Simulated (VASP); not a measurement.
# Ag (C2/m) in VASP: further runs

The runs below take Ag through single point, with PBEsol.

All numbers are computed with VASP 6.6.1; they aren't measurements. Logs are shortened: lines on timing, memory, paths and dates and some standing lists are left out, and cuts for length are marked.

**1. The cell of the first run**

It takes space group C2/m (No. 12, monoclinic). Conventional cell: a = 5.005 Å, b = 2.889 Å, c = 14.374 Å, α = 90.00°, β = 100.02°, γ = 90.00°. Within 3.3 Å of Ag (site symmetry m) lie 12 Ag at 2.50 to 3.23 Å. Ag (site symmetry m) has 12 Ag at 2.89 Å within 3.8 Å. Ag (site symmetry m) has 12 Ag at 2.89 Å within 3.8 Å.

**2. Single point, PBEsol (the part above a cut slid along it)**

File INCAR:

```
  ALGO = Fast
  EDIFF = 1E-7
  ENCUT = 520
  GGA = PS
  ISIF = 2
  ISMEAR = 0
  LASPH = True
  LCHARG = False
  LREAL = False
  LWAVE = False
  NBANDS = 42
  NELM = 60
  PREC = Accurate
  SIGMA = 0.15
```

File KPOINTS:

```
k-points
0
Gamma
  18 18 4
```

File POSCAR:

```
Ag
1.0
    2.0431000000     -2.0431000000      0.0000000000
    2.0431000000      0.0000000000     -2.0431000000
   10.2155000000      7.1508500000      7.1508500000
Ag
6
Direct
    0.6250083333      0.6250083333      0.0833166667
   -0.4583250000     -0.4583250000      0.9166500000
    0.2083416667      0.2083416667      0.2499833333
    0.3750083333      0.3750083333      0.5833166667
   -0.2083250000     -0.2083250000      0.4166500000
   -0.0416583333     -0.0416583333      0.7499833333
```

Potentials or basis: VASP PAW PBE potentials, release 64 (Ag).

The run is started by

```bash
> cat potpaw_PBE.64/Ag/POTCAR > POTCAR
> mpirun -np 1 vasp_std > vasp.out
```

OUTCAR:

```text
EDIFF = 1E-7
   ENCUT = 520
   GGA = PS
   ISIF = 2
   ISMEAR = 0
   LASPH = True
   LREAL = False
   NELM = 60
   PREC = Accurate

 ion  position               nearest neighbor table
   1  0.625  0.625  0.083-   2 2.50   3 2.89   3 2.89   3 2.89   2 3.23   2 3.23
   2  0.542  0.542  0.917-   1 2.50   6 2.89   6 2.89   6 2.89   1 3.23   1 3.23
   3  0.208  0.208  0.250-   1 2.89   1 2.89   1 2.89   5 2.89   5 2.89   5 2.89
   4  0.375  0.375  0.583-   6 2.89   6 2.89   6 2.89   5 2.89   5 2.89   5 2.89
   5  0.792  0.792  0.417-   3 2.89   3 2.89   4 2.89   4 2.89   3 2.89   4 2.89
   6  0.958  0.958  0.750-   4 2.89   4 2.89   4 2.89   2 2.89   2 2.89   2 2.89

  LATTYP: Found a face centered orthorhombic cell.
 ALAT       =     2.8893797293
 B/A-ratio  =     1.7320508076
 C/A-ratio  =     9.7979589711

  Lattice vectors:

 A1 = (  10.2155000000,   7.1508500000,   7.1508500000)
 A2 = (   8.1724000000,   7.1508500000,   9.1939500000)
 A3 = (   2.0431000000,  -2.0431000000,   0.0000000000)

Analysis of symmetry for initial positions (statically):
=====================================================================
 Subroutine PRICEL returns:
 Original cell was already a primitive cell.

 Routine SETGRP: Setting up the symmetry group for a
 face centered orthorhombic supercell.

 Subroutine GETGRP returns: Found  4 space group operations
 (whereof  2 operations were pure point group operations)
 out of a pool of  8 trial point group operations.

The static configuration has the point symmetry C_1h.
 The point group associated with its full space group is C_2h.

Analysis of symmetry for dynamics (positions and initial velocities):
=====================================================================
 Subroutine PRICEL returns:
 Original cell was already a primitive cell.

 Routine SETGRP: Setting up the symmetry group for a
 face centered orthorhombic supercell.

 Subroutine GETGRP returns: Found  4 space group operations
 (whereof  2 operations were pure point group operations)
 out of a pool of  8 trial point group operations.

The dynamic configuration has the point symmetry C_1h.
 The point group associated with its full space group is C_2h.

 Subroutine INISYM returns: Found  4 space group operations
 (whereof  2 operations are pure point group operations),
 and found     1 'primitive' translations

----------------------------------------------------------------------------------------

                                     Primitive cell

  volume of cell :     102.3411

  direct lattice vectors                    reciprocal lattice vectors
     2.043100000 -2.043100000  0.000000000     0.142756922 -0.346695381  0.142756922
     2.043100000  0.000000000 -2.043100000     0.142756922  0.142756922 -0.346695381
    10.215500000  7.150850000  7.150850000     0.040787692  0.040787692  0.040787692

  length of vectors
     2.889379729  2.889379729 14.374482658     0.401194173  0.401194173  0.070646355

  position of ions in fractional coordinates (direct lattice)
     0.625008333  0.625008333  0.083316667
     0.541675000  0.541675000  0.916650000
     0.208341667  0.208341667  0.249983333
     0.375008333  0.375008333  0.583316667
     0.791675000  0.791675000  0.416650000
     0.958341667  0.958341667  0.749983333

  ion indices of the primitive-cell ions
   primitive index   ion index
                 1           1
                 2           2
                 3           3
                 4           4
                 5           5
                 6           6

----------------------------------------------------------------------------------------

 KPOINTS: k-points

[... 19 lines left out ...]
|           W    W    AA    RRRRR   N    N  II  N    N   GGGG   !!!           |
|           W    W   A  A   R    R  NN   N  II  NN   N  G    G  !!!           |
|           W    W  A    A  R    R  N N  N  II  N N  N  G       !!!           |
|           W WW W  AAAAAA  RRRRR   N  N N  II  N  N N  G  GGG   !            |
|           WW  WW  A    A  R   R   N   NN  II  N   NN  G    G                |
|           W    W  A    A  R    R  N    N  II  N    N   GGGG   !!!           |
|                                                                             |
|     Your reciprocal lattice and k-lattice belong to different lattice       |
|     classes:                                                                |
|                                                                             |
|        The reciprocal lattice is body-centered orthorhombic,                |
|        whereas your k-lattice is base-centered monoclinic.                  |
|                                                                             |
|     Results are often still useful ...                                      |
|                                                                             |
 -----------------------------------------------------------------------------

 WARNING: IBZKPT: internal override: KBLOWUP is changed to .FALSE.
      ... skipping the blow-up phase ...

 Subroutine IBZKPT returns following result:
 ===========================================

 Found    353 irreducible k-points:

 Following reciprocal coordinates:
            Coordinates               Weight
  0.000000  0.000000  0.000000      1.000000
  0.055556  0.000000 -0.000000      4.000000
  0.111111  0.000000 -0.000000      4.000000
  0.166667  0.000000 -0.000000      4.000000
  0.222222  0.000000 -0.000000      4.000000
  0.277778  0.000000  0.000000      4.000000
[... 16 lines left out ...]
 -0.277778  0.055556 -0.000000      4.000000
 -0.222222  0.055556  0.000000      4.000000
 [... further k-points ...]
   k-points           NKPTS =    353   k-points in BZ     NKDIM =    353   number of bands    NBANDS=     42
   number of dos      NEDOS =    301   number of ions     NIONS =      6
   total plane-waves  NPLWV =  62208
   dimension x,y,z NGX =    24 NGY =   24 NGZ =  108
   dimension x,y,z NGXF=    48 NGYF=   48 NGZF=  216
   ions per type =               6
   NGX,Y,Z   is equivalent  to a cutoff of  13.81, 13.81, 12.49 a.u.
   NGXF,Y,Z  is equivalent  to a cutoff of  27.62, 27.62, 24.98 a.u.
 SYSTEM =  unknown system
   PREC   = accura    normal or accurate (medium, high low for compatibility)
   ISTART =      0    job   : 0-new  1-cont  2-samecut
   ICHARG =      2    charge: 1-file 2-atom 10-const
   ISPIN  =      1    spin polarized calculation?
   LNONCOLLINEAR =      F non collinear calculations
   LSORBIT =      F    spin-orbit coupling
   LASPH  =      T    aspherical Exc in radial PAW
   ENCUT  =  520.0 eV  38.22 Ry    6.18 a.u.   5.37  5.37 26.73*2*pi/ulx,y,z
   NELM   =     60;   NELMIN=  2; NELMDL= -5     # of ELM steps
   EDIFF  = 0.1E-06   stopping-criterion for ELM
   LREAL  =      F    real-space projection
   EDIFFG = 0.1E-05   stopping-criterion for IOM
   NSW    =      0    number of steps for IOM
   IBRION =     -1    ionic relax: 0-MD 1-quasi-New 2-CG
   NFREE  =      0    steps in history (QN), initial steepest desc. (CG)
   ISIF   =      2    stress and relaxation
   ISYM   =      2    0-nonsym 1-usesym 2-fastsym
   POTIM  = 0.5000    time-step for ionic-motion
   TEBEG  =    0.0;   TEEND  =   0.0 temperature during run
   PSTRESS=    0.0 pullay stress
   NELECT =      66.0000    total number of electrons
   NUPDOWN=      -1.0000    fix difference up-down
   EMIN   =  10.00;   EMAX   =-10.00  energy-range for DOS
   EFERMI =   0.00;   METHOD = LEGACY
   ISMEAR =     0;   SIGMA  =   0.15  broadening in eV -4-tet -1-fermi 0-gaus
   EFERMI_NEDOS =   21; number of points for ismear=-14 and -15
   IALGO  =     68    algorithm
   IMIX   =      4    mixing-type and parameters
     AMIX     =   0.40;   BMIX     =  1.00
     AMIX_MAG =   1.60;   BMIX_MAG =  1.00
  volume/ion in A,a.u.               =      17.06       115.11
  Fermi-wavevector in a.u.,A,eV,Ry     =   1.414402  2.672832 27.218893  2.000532
  Thomas-Fermi vector in A             =   2.535948
   LORBIT       =      0    0 simple, 1 ext, 2 COOP (PROOUT), +10 PAW based schemes
   GGA     = PS    functional components
   LHFCALC =     F    Hartree Fock is set to
   AEXX    =    0.0000 exact exchange contribution
   IVDW    =     0    specifies the selected vdW correction
   LEPSILON=     F    determine dielectric tensor
   LRPA    =     F    only Hartree local field effects (RPA)
 non-spin polarized calculation
 RMM-DIIS sequential band-by-band and
 Gauss-broadening in eV      SIGMA  =   0.15
  energy-cutoff  :      520.00
  volume of cell :      102.34
 maximum number of plane-waves:      2813
 NGX is ok and might be reduce to    24
   NGX = 11   NGY = 11   NGZ = 53

 number of electron      66.0000007 magnetization

 Free energy of the ion-electron system (eV)
  ---------------------------------------------------
  ext. energy  EPLUGINS =         0.00000000
  ---------------------------------------------------
  free energy    TOTEN  =       -19.59207142 eV

  energy without entropy =      -19.57618092  energy(sigma->0) =      -19.58412617

 E-fermi :   8.2023     XC(G=0): -12.4041

 val. band max:        8.2006206500   @ k =  -0.1111  -0.4444   0.2500
 cond. band min:       8.2052061366   @ k =  -0.2778   0.2222  -0.0000
 fundamental gap:      0.0045854866
 Fermi energy:         8.2022538978

 k-point     1 :       0.0000    0.0000    0.0000
  band No.  band energies     occupation
      1       0.4024      2.00000
      2       1.1964      2.00000
      3       1.2179      2.00000
      4       1.8641      2.00000
      5       1.8795      2.00000
      6       2.0408      2.00000
[... 1069 lines left out ...]
     41      18.0992      0.00000
     42      19.2353      0.00000

 [... further k-points ...]

------------------------ aborting loop because EDIFF is reached ----------------------------------------

  FORCE on cell =-STRESS in cart. coord.  units (eV):
  Direction    XX          YY          ZZ          XY          YZ          ZX
  --------------------------------------------------------------------------------------
  -------------------------------------------------------------------------------------
  Total        0.5309619     -1.6370528     -1.6370528      1.1758672      0.4149233      1.1758672
  in kB        8.3123495    -25.6284986    -25.6284986     18.4085144      6.4957345     18.4085151
  external PRESSURE =     -14.3148826 kB  Pullay stress =       0.0000000 kB

 VOLUME and BASIS-vectors are now :
 -----------------------------------------------------------------------------
  energy-cutoff  :      520.00
  volume of cell :      102.34
      direct lattice vectors                 reciprocal lattice vectors
     2.043100000 -2.043100000  0.000000000     0.142756922 -0.346695381  0.142756922
     2.043100000  0.000000000 -2.043100000     0.142756922  0.142756922 -0.346695381
    10.215500000  7.150850000  7.150850000     0.040787692  0.040787692  0.040787692

 POSITION                                       TOTAL-FORCE (eV/Angst)
 -----------------------------------------------------------------------------------
      3.40503     -0.68117     -0.68117         1.123434      0.410705      0.410705
     11.57743      5.44813      5.44813        -1.123434     -0.410705     -0.410705
      3.40503      1.36193      1.36193         0.022387      0.016522      0.016522
      7.49123      3.40503      3.40503        -0.001098     -0.001476     -0.001476
      7.49123      1.36193      1.36193         0.001098      0.001476      0.001476
     11.57743      3.40503      3.40503        -0.022387     -0.016522     -0.016522
 -----------------------------------------------------------------------------------
    total drift:                               -0.000001     -0.000002     -0.000002

  FREE ENERGIE OF THE ION-ELECTRON SYSTEM (eV)
  ---------------------------------------------------
  free  energy   TOTEN  =       -19.5920714209 eV

  energy  without entropy=      -19.5761809225  energy(sigma->0) =      -19.58412617
```

Wall time 39 min (1 thread of Oxide Virtual Turin-like, shared host); peak memory 0.99 GiB.

What came out:

- Free energy: -19.5921 eV
- Pressure: -1.4 GPa
- Largest force: 1.265 eV/Å
- Band gap on the k mesh: zero (bands 33 and 34 overlap by 6.31 eV)

Forces on the atoms (eV/Å):
```
Ag   1.123  0.411  0.411
Ag  -1.123 -0.411 -0.411
Ag   0.022  0.017  0.017
Ag  -0.001 -0.001 -0.001
Ag   0.001  0.001  0.001
Ag  -0.022 -0.017 -0.017
```

Caveat: the cell differs from its parent crystal (the part above a cut slid along it); the PAW data sets were made with another functional, which shifts forces and pressure a little.

**3. Single point, PBEsol (the part above a cut slid along it)**

File INCAR:

```
SYSTEM = Ag
PREC = Accurate
ENCUT = 520
EDIFF = 1E-6
ISMEAR = 0
SIGMA = 0.15
LREAL = .False.
LASPH = .True.
NELM = 100
ALGO = Fast
ISIF = 2
LWAVE = .False.
LCHARG = .True.
GGA = PS
LELF = .True.
LVHAR = .True.
NBANDS = 42
```

File KPOINTS:

```
regular mesh
0
Gamma
  18 18 4
  0 0 0
```

File POSCAR:

```
Ag
1.0
    2.0431000000     -2.0431000000      0.0000000000
    2.0431000000      0.0000000000     -2.0431000000
    9.1939500000      7.6616250000      7.6616250000
Ag
6
Direct
    0.6458375000      0.6458375000      0.0833166667
   -0.2291625000     -0.2291625000      0.9166500000
    0.2708375000      0.2708375000      0.2499833333
    0.5208375000      0.5208375000      0.5833166667
   -0.1041625000     -0.1041625000      0.4166500000
    0.1458375000      0.1458375000      0.7499833333
```

Potentials or basis: VASP PAW PBE potentials, release 64 (Ag).

The run is started by

```bash
> cat potpaw_PBE.64/Ag/POTCAR > POTCAR
> mpirun -np 1 vasp_std > vasp.out
```

OUTCAR:

```text
SYSTEM = Ag
   PREC = Accurate
   ENCUT = 520
   EDIFF = 1E-6
   ISMEAR = 0
   LREAL = .False.
   LASPH = .True.
   NELM = 100
   ISIF = 2
   GGA = PS

 ion  position               nearest neighbor table
   1  0.646  0.646  0.083-   2 2.40   3 2.89   3 2.89   3 2.89   2 3.46   2 3.46
   2  0.771  0.771  0.917-   1 2.40   6 2.89   6 2.89   6 2.89   1 3.46   1 3.46
   3  0.271  0.271  0.250-   1 2.89   1 2.89   1 2.89   5 2.89   5 2.89   5 2.89
   4  0.521  0.521  0.583-   6 2.89   6 2.89   6 2.89   5 2.89   5 2.89   5 2.89
   5  0.896  0.896  0.417-   3 2.89   4 2.89   3 2.89   3 2.89   4 2.89   4 2.89
   6  0.146  0.146  0.750-   4 2.89   4 2.89   4 2.89   2 2.89   2 2.89   2 2.89

  LATTYP: Found a base centered monoclinic cell.
 ALAT       =     5.0045524935
 B/A-ratio  =     0.5773502692
 C/A-ratio  =     2.8394541729
 COS(beta)  =    -0.0880450906

  Lattice vectors:

 A1 = (  -2.0431000000,   2.0431000000,  -0.0000000000)
 A2 = (  -2.0431000000,   0.0000000000,   2.0431000000)
 A3 = (   9.1939500000,   7.6616250000,   7.6616250000)

Analysis of symmetry for initial positions (statically):
=====================================================================
 Subroutine PRICEL returns:
 Original cell was already a primitive cell.

 Routine SETGRP: Setting up the symmetry group for a
 base centered monoclinic supercell.

 Subroutine GETGRP returns: Found  4 space group operations
 (whereof  2 operations were pure point group operations)
 out of a pool of  4 trial point group operations.

The static configuration has the point symmetry C_1h.
 The point group associated with its full space group is C_2h.

Analysis of symmetry for dynamics (positions and initial velocities):
=====================================================================
 Subroutine PRICEL returns:
 Original cell was already a primitive cell.

 Routine SETGRP: Setting up the symmetry group for a
 base centered monoclinic supercell.

[... 135 lines left out ...]
  Fermi-wavevector in a.u.,A,eV,Ry     =   1.414402  2.672832 27.218893  2.000532
  Thomas-Fermi vector in A             =   2.535948
   LORBIT       =      0    0 simple, 1 ext, 2 COOP (PROOUT), +10 PAW based schemes
   GGA     = PS    functional components
   LHFCALC =     F    Hartree Fock is set to
   AEXX    =    0.0000 exact exchange contribution
   IVDW    =     0    specifies the selected vdW correction
   LEPSILON=     F    determine dielectric tensor
   LRPA    =     F    only Hartree local field effects (RPA)
 non-spin polarized calculation
 RMM-DIIS sequential band-by-band and
 Gauss-broadening in eV      SIGMA  =   0.15
  energy-cutoff  :      520.00
  volume of cell :      102.34
 maximum number of plane-waves:      2807
 NGX is ok and might be reduce to    24
   NGX = 11   NGY = 11   NGZ = 53

 number of electron      66.0000008 magnetization

 Free energy of the ion-electron system (eV)
  ---------------------------------------------------
  ext. energy  EPLUGINS =         0.00000000
  ---------------------------------------------------
  free energy    TOTEN  =       -19.34131553 eV

  energy without entropy =      -19.32440137  energy(sigma->0) =      -19.33285845

 E-fermi :   8.2094     XC(G=0): -12.3993

 val. band max:        8.2044766682   @ k =  -0.1667   0.1111   0.2500
 cond. band min:       8.2140225434   @ k =  -0.1111   0.0000   0.2500
 fundamental gap:      0.0095458752
 Fermi energy:         8.2094181008

 k-point     1 :       0.0000    0.0000    0.0000
  band No.  band energies     occupation
      1       0.4048      2.00000
      2       1.1962      2.00000
      3       1.2333      2.00000
      4       1.7471      2.00000
      5       1.8725      2.00000
      6       2.2130      2.00000
[... 1069 lines left out ...]
     41      18.1304      0.00000
     42      18.8247      0.00000

 [... further k-points ...]

------------------------ aborting loop because EDIFF is reached ----------------------------------------

  FORCE on cell =-STRESS in cart. coord.  units (eV):
  Direction    XX          YY          ZZ          XY          YZ          ZX
  --------------------------------------------------------------------------------------
  -------------------------------------------------------------------------------------
  Total       -1.2052535      0.4627881      0.4627881      1.6213996      2.6066034      1.6213995
  in kB      -18.8685650      7.2450712      7.2450712     25.3834430     40.8070715     25.3834419
  external PRESSURE =      -1.4594742 kB  Pullay stress =       0.0000000 kB

 VOLUME and BASIS-vectors are now :
 -----------------------------------------------------------------------------
  energy-cutoff  :      520.00
  volume of cell :      102.34
      direct lattice vectors                 reciprocal lattice vectors
     2.043100000 -2.043100000  0.000000000     0.152953845 -0.336498458  0.152953845
     2.043100000  0.000000000 -2.043100000     0.152953845  0.152953845 -0.336498458
     9.193950000  7.661625000  7.661625000     0.040787692  0.040787692  0.040787692

 POSITION                                       TOTAL-FORCE (eV/Angst)
 -----------------------------------------------------------------------------------
      3.40503     -0.68117     -0.68117         0.876305      1.526027      1.526027
     11.57743      5.44813      5.44813        -0.876305     -1.526027     -1.526027
      3.40503      1.36193      1.36193         0.030102      0.028452      0.028452
      7.49123      3.40503      3.40503        -0.003440     -0.003204     -0.003204
      7.49123      1.36193      1.36193         0.003440      0.003204      0.003204
      7.49123      5.44813      5.44813        -0.030102     -0.028452     -0.028452
 -----------------------------------------------------------------------------------
    total drift:                               -0.000003     -0.000002     -0.000002

  FREE ENERGIE OF THE ION-ELECTRON SYSTEM (eV)
  ---------------------------------------------------
  free  energy   TOTEN  =       -19.3413155251 eV

  energy  without entropy=      -19.3244013686  energy(sigma->0) =      -19.33285845
```

It took 53 min on 1 thread of Oxide Virtual Turin-like, shared host; peak memory 0.99 GiB.

What came out:

| Property | Result |
| --- | --- |
| Free energy | -19.3413 eV |
| Pressure | -0.1 GPa |
| Largest force | 2.329 eV/Å |
| Band gap on the k mesh | zero (bands 33 and 34 overlap by 6.27 eV) |

Forces in eV/Å, atoms in the order of the input:
```
Ag   0.876  1.526  1.526
Ag  -0.876 -1.526 -1.526
Ag   0.030  0.028  0.028
Ag  -0.003 -0.003 -0.003
Ag   0.003  0.003  0.003
Ag  -0.030 -0.028 -0.028
```

Caveat: the cell differs from its parent crystal (the part above a cut slid along it); the PAW data sets were made with another functional, which shifts forces and pressure a little.
